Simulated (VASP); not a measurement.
Crystal: KBa.

```
K Ba
1.0
     3.90031    0.00000    0.00000
     0.00000    3.90031    0.00000
     0.00000    0.00000    5.11219
K Ba
1 1
Direct
  0.50000 0.50000 0.50000
  0.00000 0.00000 0.00000
```

```yaml
Program: VASP 6.6.1
Task: relaxation of cell and atoms
Functional: PBE
Potentials_or_basis: VASP PAW PBE potentials, release 64 (K_sv, Ba_sv)
Cutoff: 600 eV
k_mesh: 4 × 4 × 4
Occupations: gaussian, width 0.1 eV
Spin: no spin polarisation
```

At the start: pressure 7.4 GPa; volume 38.88 Å³/atom.

Task: How do energy, volume and symmetry change on relaxing?

Result: Over 4 steps the energy falls by 485.7 meV/atom and the volume is 67.84 Å³/atom (+74.5 %); space group P4/mmm (No. 123, to 0.1 Å) before and after.

The path:
```csv
step,energy change (eV),largest force (eV/Å),pressure (GPa),volume (Å³)
1,0.0000,0.0000,7.44,77.77
2,-0.6789,0.0000,3.08,99.91
3,-0.9637,0.0000,0.36,129.80
4,-0.9713,0.0000,0.07,135.69
```

Final structure:
```xyz
2
Lattice="4.6827 0.0000 0.0000 0.0000 4.6827 0.0000 0.0000 0.0000 6.1880" Properties=species:S:1:pos:R:3 pbc="T T T"
K     2.3414    2.3414    3.0940
Ba    0.0000    0.0000    0.0000
```

Caveat: the k points lie up to 0.34 Å⁻¹ apart in the final cell, too coarse for converged energies and pressures of a metal; the volume moved by over 15 % at a fixed basis, so the end points are rough.
